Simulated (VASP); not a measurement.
# SiC (P1) in VASP: single point with PBE

Aim: the single point of SiC with PBE.

All numbers are computed with VASP 6.6.1; they aren't measurements. Logs are shortened: lines on timing, memory, paths and dates and some standing lists are left out, and cuts for length are marked.

## 1. The cell of the first run

The typed cell holds 32 atoms: a = 7.586 Å, b = 7.586 Å, c = 7.586 Å, α = 109.47°, β = 109.47°, γ = 109.47°.

## 2. Single point, PBE

The input, INCAR:

```
ALGO = Normal ; EDIFF = 1E-6
ENCUT = 520 ; GGA = PE
ISIF = 2 ; ISMEAR = 0
LASPH = True ; LCHARG = True
LELF = True ; LREAL = Auto
LVHAR = True ; LWAVE = False
NBANDS = 86 ; NELM = 60
PREC = Accurate ; SIGMA = 0.02
```

The input, KPOINTS:

```
Automatic mesh
0
Gamma
  2 2 2
  0.5 0.5 0.5
```

The input, POSCAR:

```
SiC
1.0
   -4.3797259396     -4.3797259396      4.3797259396
    4.3797259396     -4.3797259396     -4.3797259396
    4.3797259396      4.3797259396      4.3797259396
Si C
16 16
Direct
    0.2509055974      0.7486443440      0.2501801461
    0.0008984375      0.7486890474      0.5001695673
    0.5009147808      0.4986623165      0.2501720677
    0.2509448356      0.4985829375      0.5002172598
    0.0009329130      0.4987425147      0.7501539148
    0.7507892098      0.7486819987      0.7501624723
    0.5009024527      0.7486977940      0.0002158739
    0.0009120597     -0.0012897359      0.2501575544
    0.7509242564      0.2486724939      0.2501604647
    0.5009589321      0.2487031357      0.5001764275
    0.2509130688      0.2487223520      0.7501637528
    0.0009286019      0.2487252061      0.0002195505
    0.7509099514      0.4986997295      0.0001959048
    0.7509358924     -0.0012794022      0.5001941986
    0.5009146079     -0.0013131069      0.7501876214
    0.2509284504     -0.0013106858      0.0001498675
    0.2509255206      0.4987447768      0.2501878247
    0.0009502765      0.4987343009      0.5001891356
    0.5009373250      0.2487548748      0.2501817290
    0.2509223001      0.2488658197      0.5002156624
    0.0009084102      0.2487190814      0.7501943187
    0.7509241926      0.4987513045      0.7501737261
    0.5009311884      0.4987715245      0.0001614421
    1.0009540415      0.7487418848      0.2501873788
    0.7508843163     -0.0012774481      0.2501506704
    0.5009016744     -0.0012557158      0.5001835670
    0.2509159007     -0.0013028697      0.7501757295
    0.0009367582     -0.0012619153      0.0001995396
    0.7509207254      0.2487444046      0.0002002932
    0.7509321755      0.7487064777      0.5001771191
    0.5009975489      0.7487372714      0.7501680139
    0.2509608500      0.7487340745      0.0001944457
```

Potentials or basis: VASP PAW PBE potentials, release 64 (Si, C).

The run is started by

```bash
$ cat potpaw_PBE.64/Si/POTCAR potpaw_PBE.64/C/POTCAR > POTCAR
$ mpirun -np 1 vasp_std > vasp.out
```

OUTCAR:

```text
EDIFF = 1E-6
   ENCUT = 520
   GGA = PE
   ISIF = 2
   ISMEAR = 0
   LASPH = True
   LREAL = Auto
   NELM = 60
   PREC = Accurate

 ion  position               nearest neighbor table
   1  0.251  0.749  0.250-  17 1.90  24 1.90  26 1.90  32 1.90  12 3.10   7 3.10   3 3.10  13 3.10
                             2 3.10  15 3.10   5 3.10  14 3.10  10 3.10   8 3.10  16 3.10   4 3.10
   2  0.001  0.749  0.500-  30 1.90  18 1.90  27 1.90  24 1.90   5 3.10  13 3.10  16 3.10   3 3.10
                            14 3.10   1 3.10  15 3.10   9 3.10   8 3.10  11 3.10   6 3.10   4 3.10
   3  0.501  0.499  0.250-  19 1.90  17 1.90  30 1.90  23 1.90  10 3.10  13 3.10  16 3.10   2 3.10
                            12 3.10   6 3.10   1 3.10   7 3.10   9 3.10  11 3.10   4 3.10  14 3.10
   4  0.251  0.499  0.500-  20 1.89  18 1.90  31 1.90  17 1.90  11 3.10   6 3.10   8 3.10  10 3.10
                             5 3.10  12 3.10   7 3.10   3 3.10   9 3.10   1 3.10  15 3.10   2 3.10
   5  0.001  0.499  0.750-  18 1.90  22 1.90  32 1.90  21 1.90   2 3.10  16 3.10   4 3.10   7 3.10
                            10 3.10   9 3.10  11 3.10  14 3.10   1 3.10  13 3.10  12 3.10   6 3.10
   6  0.751  0.749  0.750-  31 1.90  22 1.90  30 1.90  28 1.90   4 3.10  15 3.10   7 3.10  10 3.10
                             3 3.10   8 3.10  14 3.10  13 3.10  12 3.10   5 3.10   2 3.10  16 3.10
   7  0.501  0.749  0.000-  23 1.90  32 1.90  25 1.90  31 1.90   6 3.10   1 3.10  16 3.10   5 3.10
                             9 3.10  11 3.10  14 3.10   3 3.10   4 3.10  13 3.10   8 3.10  15 3.10
   8  0.001  0.999  0.250-  28 1.90  24 1.90  25 1.90  20 1.90   4 3.10   9 3.10  12 3.10   6 3.10
                            11 3.10   7 3.10  13 3.10  14 3.10  16 3.10   2 3.10  10 3.10   1 3.10
   9  0.751  0.249  0.250-  25 1.90  29 1.90  19 1.90  18 1.90  12 3.10   8 3.10  15 3.10   7 3.10
[... 17 lines left out ...]
  19  0.501  0.249  0.250-   3 1.90  10 1.90   9 1.90  16 1.90
  20  0.251  0.249  0.500-   4 1.89  11 1.90   8 1.90  10 1.90
  21  0.001  0.249  0.750-  14 1.90  11 1.90  12 1.90   5 1.90
  22  0.751  0.499  0.750-   6 1.90  10 1.90   5 1.90  13 1.90
[... 8 lines left out ...]
  31  0.501  0.749  0.750-   6 1.90  15 1.90   4 1.90   7 1.90
  32  0.251  0.749  0.000-   7 1.90  16 1.90   5 1.90   1 1.90

  LATTYP: Found a body centered cubic cell.
 ALAT       =     8.7594518792

  Lattice vectors:

 A1 = (  -4.3797259396,  -4.3797259396,   4.3797259396)
 A2 = (   4.3797259396,  -4.3797259396,  -4.3797259396)
 A3 = (   4.3797259396,   4.3797259396,   4.3797259396)

Analysis of symmetry for initial positions (statically):
=====================================================================
 Subroutine PRICEL returns:
 Original cell was already a primitive cell.

 Routine SETGRP: Setting up the symmetry group for a
 body centered cubic supercell.

 Subroutine GETGRP returns: Found  1 space group operations
 (whereof  1 operations were pure point group operations)
 out of a pool of 48 trial point group operations.

The static configuration has the point symmetry C_1 .

Analysis of symmetry for dynamics (positions and initial velocities):
=====================================================================
 Subroutine PRICEL returns:
 Original cell was already a primitive cell.

 Routine SETGRP: Setting up the symmetry group for a
 body centered cubic supercell.

 Subroutine GETGRP returns: Found  1 space group operations
 (whereof  1 operations were pure point group operations)
 out of a pool of 48 trial point group operations.

The dynamic configuration has the point symmetry C_1 .

 Subroutine INISYM returns: Found  1 space group operations
 (whereof  1 operations are pure point group operations),
 and found     1 'primitive' translations

----------------------------------------------------------------------------------------

                                     Primitive cell

  volume of cell :     336.0476

  direct lattice vectors                    reciprocal lattice vectors
    -4.379725940 -4.379725940  4.379725940     0.000000000 -0.114162394  0.114162394
     4.379725940 -4.379725940 -4.379725940     0.114162394 -0.114162394  0.000000000
     4.379725940  4.379725940  4.379725940     0.114162394  0.000000000  0.114162394

  length of vectors
     7.585907851  7.585907851  7.585907851     0.161450006  0.161450006  0.161450006

  position of ions in fractional coordinates (direct lattice)
     0.250905597  0.748644344  0.250180146
     0.000898437  0.748689047  0.500169567
     0.500914781  0.498662317  0.250172068
     0.250944836  0.498582937  0.500217260
     0.000932913  0.498742515  0.750153915
     0.750789210  0.748681999  0.750162472
[... 24 lines left out ...]
     0.500997549  0.748737271  0.750168014
     0.250960850  0.748734074  0.000194446

  ion indices of the primitive-cell ions
   primitive index   ion index
                 1           1
                 2           2
                 3           3
                 4           4
                 5           5
                 6           6
[... 24 lines left out ...]
                31          31
                32          32

----------------------------------------------------------------------------------------

 KPOINTS: Automatic mesh

Automatic generation of k-mesh.
 Grid dimensions read from file:
 generate k-points for:    2    2    2

 Generating k-lattice:

  Cartesian coordinates                     Fractional coordinates (reciprocal lattice)
     0.000000000 -0.057081197  0.057081197     0.500000000  0.000000000  0.000000000
     0.057081197 -0.057081197  0.000000000     0.000000000  0.500000000  0.000000000
     0.057081197  0.000000000  0.057081197     0.000000000  0.000000000  0.500000000

  Length of vectors
     0.080725003  0.080725003  0.080725003

  Shift w.r.t. Gamma in fractional coordinates (k-lattice)
     0.500000000  0.500000000  0.500000000

 Subroutine IBZKPT returns following result:
 ===========================================

 Found      4 irreducible k-points:

 Following reciprocal coordinates:
            Coordinates               Weight
  0.250000  0.250000  0.250000      2.000000
 -0.250000  0.250000  0.250000      2.000000
  0.250000 -0.250000  0.250000      2.000000
  0.250000  0.250000 -0.250000      2.000000
   k-points           NKPTS =      4   k-points in BZ     NKDIM =      4   number of bands    NBANDS=     86
   number of dos      NEDOS =    301   number of ions     NIONS =     32
   total plane-waves  NPLWV = 175616
   dimension x,y,z NGX =    56 NGY =   56 NGZ =   56
   dimension x,y,z NGXF=   112 NGYF=  112 NGZF=  112
   ions per type =              16  16
   NGX,Y,Z   is equivalent  to a cutoff of  12.27, 12.27, 12.27 a.u.
   NGXF,Y,Z  is equivalent  to a cutoff of  24.54, 24.54, 24.54 a.u.
 SYSTEM =  unknown system
   PREC   = accura    normal or accurate (medium, high low for compatibility)
   ISTART =      0    job   : 0-new  1-cont  2-samecut
   ICHARG =      2    charge: 1-file 2-atom 10-const
   ISPIN  =      1    spin polarized calculation?
   LNONCOLLINEAR =      F non collinear calculations
   LSORBIT =      F    spin-orbit coupling
   LASPH  =      T    aspherical Exc in radial PAW
   ENCUT  =  520.0 eV  38.22 Ry    6.18 a.u.  14.10 14.10 14.10*2*pi/ulx,y,z
   NELM   =     60;   NELMIN=  2; NELMDL= -5     # of ELM steps
   EDIFF  = 0.1E-05   stopping-criterion for ELM
   LREAL  =      T    real-space projection
   EDIFFG = 0.1E-04   stopping-criterion for IOM
   NSW    =      0    number of steps for IOM
   IBRION =     -1    ionic relax: 0-MD 1-quasi-New 2-CG
   NFREE  =      0    steps in history (QN), initial steepest desc. (CG)
   ISIF   =      2    stress and relaxation
   ISYM   =      2    0-nonsym 1-usesym 2-fastsym
   POTIM  = 0.5000    time-step for ionic-motion
   TEBEG  =    0.0;   TEEND  =   0.0 temperature during run
   PSTRESS=    0.0 pullay stress
   NELECT =     128.0000    total number of electrons
   NUPDOWN=      -1.0000    fix difference up-down
   EMIN   =  10.00;   EMAX   =-10.00  energy-range for DOS
   EFERMI =   0.00;   METHOD = LEGACY
   ISMEAR =     0;   SIGMA  =   0.02  broadening in eV -4-tet -1-fermi 0-gaus
   EFERMI_NEDOS =   21; number of points for ismear=-14 and -15
   IALGO  =     38    algorithm
   IMIX   =      4    mixing-type and parameters
     AMIX     =   0.40;   BMIX     =  1.00
     AMIX_MAG =   1.60;   BMIX_MAG =  1.00
  volume/ion in A,a.u.               =      10.50        70.87
  Fermi-wavevector in a.u.,A,eV,Ry     =   1.186710  2.242556 19.160817  1.408280
  Thomas-Fermi vector in A             =   2.322877
   LORBIT       =      0    0 simple, 1 ext, 2 COOP (PROOUT), +10 PAW based schemes
   GGA     = PE    functional components
   LHFCALC =     F    Hartree Fock is set to
   AEXX    =    0.0000 exact exchange contribution
   IVDW    =     0    specifies the selected vdW correction
   LEPSILON=     F    determine dielectric tensor
   LRPA    =     F    only Hartree local field effects (RPA)
 non-spin polarized calculation
 Gauss-broadening in eV      SIGMA  =   0.02
  energy-cutoff  :      520.00
  volume of cell :      336.05
 maximum number of plane-waves:      9092
   NGX = 29   NGY = 29   NGZ = 29

 number of electron     127.9999992 magnetization

 Free energy of the ion-electron system (eV)
  ---------------------------------------------------
  ext. energy  EPLUGINS =         0.00000000
  ---------------------------------------------------
  free energy    TOTEN  =      -240.96271246 eV

  energy without entropy =     -240.96271246  energy(sigma->0) =     -240.96271246

 E-fermi :   7.4638     XC(G=0): -11.2906

 val. band max:        7.3403949288   @ k =   0.2500   0.2500   0.2500
 cond. band min:      10.0281191018   @ k =   0.2500  -0.2500   0.2500
 fundamental gap:      2.6877241730
 Fermi energy:         7.4638344145

 k-point     1 :       0.2500    0.2500    0.2500
  band No.  band energies     occupation
      1      -6.1656      2.00000
      2      -6.1649      2.00000
      3      -6.1641      2.00000
      4      -6.1639      2.00000
      5      -3.4529      2.00000
      6      -3.4515      2.00000
[... 305 lines left out ...]
     75      13.2565      0.00000
     76      13.2570      0.00000
 [bands above 76 left out]

------------------------ aborting loop because EDIFF is reached ----------------------------------------

  FORCE on cell =-STRESS in cart. coord.  units (eV):
  Direction    XX          YY          ZZ          XY          YZ          ZX
  --------------------------------------------------------------------------------------
  -------------------------------------------------------------------------------------
  Total       -0.0683816     -0.0448388     -0.0656174     -0.0252298      0.0254780      0.0126307
  in kB       -0.3260237     -0.2137785     -0.3128449     -0.1202883      0.1214719      0.0602196
  external PRESSURE =      -0.2842157 kB  Pullay stress =       0.0000000 kB

 VOLUME and BASIS-vectors are now :
 -----------------------------------------------------------------------------
  energy-cutoff  :      520.00
  volume of cell :      336.05
      direct lattice vectors                 reciprocal lattice vectors
    -4.379725940 -4.379725940  4.379725940     0.000000000 -0.114162394  0.114162394
     4.379725940 -4.379725940 -4.379725940     0.114162394 -0.114162394  0.000000000
     4.379725940  4.379725940  4.379725940     0.114162394  0.000000000  0.114162394

 POSITION                                       TOTAL-FORCE (eV/Angst)
 -----------------------------------------------------------------------------------
      3.27568     -3.28203     -1.08424         0.009867     -0.010406     -0.009192
      5.46572     -1.09238     -1.08451         0.002686     -0.004653     -0.003499
      1.08582     -3.28219      1.10555         0.009194     -0.009188     -0.011966
      3.27540     -1.09191      1.10623         0.021524     -0.023551     -0.029042
      5.46574      1.09703      1.10520         0.005984      0.003957     -0.001975
      3.27628     -3.28177      3.29474        -0.005715     -0.020386      0.009522
[... 24 lines left out ...]
      4.37056     -2.18797      2.20050         0.008151      0.020117     -0.002322
      2.18096     -4.37754     -2.17926        -0.002569      0.006840      0.001400
 -----------------------------------------------------------------------------------
    total drift:                               -0.048814      0.043513      0.071787

  FREE ENERGIE OF THE ION-ELECTRON SYSTEM (eV)
  ---------------------------------------------------
  free  energy   TOTEN  =      -240.9627124607 eV

  energy  without entropy=     -240.9627124607  energy(sigma->0) =     -240.96271246
```

Run time: 7.6 min. Hardware: 1 thread of Intel Xeon 6975P-C, shared host; peak memory 0.43 GiB.

What came out:

| Property | Result |
| --- | --- |
| Free energy | -240.9627 eV |
| Pressure | 0.0 GPa |
| Largest force | 0.043 eV/Å |
| Band gap on the k mesh | 2.69 eV |

Forces in eV/Å, atoms in the order of the input:
```
Si   0.010 -0.010 -0.009
Si   0.003 -0.005 -0.003
Si   0.009 -0.009 -0.012
Si   0.022 -0.024 -0.029
Si   0.006  0.004 -0.002
Si  -0.006 -0.020  0.010
Si  -0.001 -0.012 -0.011
Si   0.007 -0.003 -0.004
Si   0.012 -0.005 -0.007
Si   0.012 -0.001 -0.012
Si   0.006  0.001 -0.002
Si   0.001 -0.003 -0.008
Si   0.003 -0.009 -0.009
Si   0.004  0.001 -0.008
Si   0.004 -0.006 -0.008
Si   0.011  0.001 -0.005
C   -0.007  0.009  0.015
C   -0.009  0.003  0.004
C   -0.011  0.007  0.009
C   -0.030  0.017  0.024
C   -0.004 -0.002  0.006
C   -0.004  0.006  0.010
C   -0.007  0.012  0.013
C   -0.002  0.006  0.003
C   -0.006  0.002  0.014
C   -0.009  0.003  0.010
C   -0.004 -0.003  0.002
C   -0.008  0.004  0.002
C   -0.008  0.003  0.007
C    0.000  0.005  0.001
C    0.008  0.020 -0.002
C   -0.003  0.007  0.001
```
